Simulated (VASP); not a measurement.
Set up this calculation in VASP 6.6.1, as the native input.

- Task: single point
- Functional: PBE
- Potentials or basis: VASP PAW PBE potentials, release 64 (Zn, S)
- Cutoff: 520 eV
- k mesh: 10 × 10 × 10
- Occupations: gaussian, width 0.05 eV
- Spin: no spin polarisation
- Dipole correction: no
- Further INCAR settings: ALGO = Normal; EDIFF = 1e-06; NBANDS = 16

The structure of ZnS lies in POSCAR:

```
ZnS
1.0
    0.0000000000      2.6235105000      2.7857895000
    2.6235105000      0.0000000000      2.7857895000
    2.6235105000      2.6235105000      0.0000000000
Zn S
1 1
Direct
    0.0000000000      0.0000000000      0.0000000000
    0.7500000000      0.7500000000      0.7500000000
```

This cell differs from its parent crystal: strain -0.030 along x and y, +0.030 along z.

One way to write it, as run:

INCAR

```
PREC = Accurate
ENCUT = 520
EDIFF = 1E-6
ISMEAR = 0
SIGMA = 0.05
LREAL = F
LASPH = T
NELM = 60
ALGO = Normal
ISIF = 2
LWAVE = F
LCHARG = T
GGA = PE
LELF = T
LVHAR = T
NBANDS = 16
```

KPOINTS

```
Automatic mesh
0
Gamma
  10 10 10
```

Potentials or basis: VASP PAW PBE potentials, release 64 (Zn, S).

Command:

```bash
$ cat potpaw_PBE.64/Zn/POTCAR potpaw_PBE.64/S/POTCAR > POTCAR
$ mpirun -np 1 vasp_std > vasp.out
```

It gave:

- Pressure: 4.0 GPa
- Band gap on the k mesh: 2.15 eV, direct

Caveat: the cell differs from its parent crystal (strain -0.030 along x and y, +0.030 along z).

Run time: 88 s on 1 thread of Intel Xeon 8259CL, on a shared host, peak memory 0.2 GiB.
